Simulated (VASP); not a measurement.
The system is AlP.

```
Al P
1.0
     0.00000    2.73926    2.73926
     2.73926    0.00000    2.73926
     2.73926    2.73926    0.00000
Al P
1 1
Cartesian
  0.0000 0.0000 0.0000
  1.3696 1.3696 1.3696
```

Base run:

| Quantity | Value |
| --- | --- |
| Program | VASP 6.6.1 |
| Functional | r2SCAN |
| Potentials or basis | VASP PAW PBE potentials, release 64 (Al, P) |
| Cutoff | 550 eV |
| k mesh | 6 × 6 × 6 |
| Occupations | gaussian, width 0.01 eV |
| Spin | no spin polarisation |

Its results: band gap on the k mesh 1.93 eV, indirect (least direct gap 3.91 eV); pressure -0.3 GPa.

Q: The run is repeated on the same cell with these changes: functional from r2SCAN to PBE; cutoff from 550 eV to 500 eV; k mesh from 6 × 6 × 6 to 8 × 8 × 8. What comes out?

A: Band gap on the k mesh 1.60 eV, indirect (least direct gap 3.22 eV); pressure 1.3 GPa.

Several settings changed at once, so the effect can't be laid on one alone.

Caveats: the PAW data sets were made with another functional, which shifts forces and pressure a little (some runs).

A k mesh can miss the band edges.
